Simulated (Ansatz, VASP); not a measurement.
Two plane-wave programs on Mo

File INCAR:

```
PREC = Accurate
ENCUT = 520
EDIFF = 1E-7
ISMEAR = -1
SIGMA = 0.05
LREAL = False
LASPH = True
NELM = 80
ALGO = Normal
ISIF = 2
LWAVE = False
LCHARG = True
GGA = RP
LELF = True
LVHAR = True
NBANDS = 13
```

Contents of KPOINTS:

```
regular mesh
0
Gamma
  12 12 12
```

POSCAR

```
Mo
1.0
   -1.6593401141      1.6593401141      1.6593401141
    1.6593401141     -1.6593401141      1.6593401141
    1.6593401141      1.6593401141     -1.6593401141
Mo
1
Direct
    0.0000000000      0.0000000000      0.0000000000
```

Contents of input.yaml:

```yaml
crystal:
  lattice:
    - [-1.6593401141, 1.6593401141, 1.6593401141]
    - [1.6593401141, -1.6593401141, 1.6593401141]
    - [1.6593401141, 1.6593401141, -1.6593401141]
  atoms:
    - { symbol: Mo, position: [0.0, 0.0, 0.0] }
hamiltonian:
  xc: rpbe
  pseudopotentials: { kind: paw }
kpoints:
  mp_grid: { grid: [12, 12, 12] }
scf:
  occupations: { method: fermi_dirac, width: 0.05 }
output:
  forces: true
  stress: true
  eigenvalues: true
  write_density: true
  write_potential: true
  elf: true
  volumetric_format: npy
```

Change from the starting cell: volume scaled by 1.15.

Alike in both runs: functional RPBE; k mesh 12 × 12 × 12; occupations fermi-dirac, width 0.05 eV; no spin polarisation.

```csv
,VASP,Ansatz
version,VASP 6.6.1,Ansatz 0.2.0
potentials or method,"VASP PAW PBE potentials, release 64 (Mo_sv)",Ansatz PAW
plane-wave cutoff (eV),520,420
valence electrons in the cell,14,14
task,single point,electron localisation function
```

|  | VASP | Ansatz | Ansatz less VASP |
| --- | --- | --- | --- |
| gap on the k mesh at the Fermi level (eV) | none | none | - |
| pressure (GPa) | -24.7 | -25.0 | -0.28 |

VASP's potentials were made for PBE, not for RPBE. A gap of «none» marks a metal or a gap that the smearing closes.
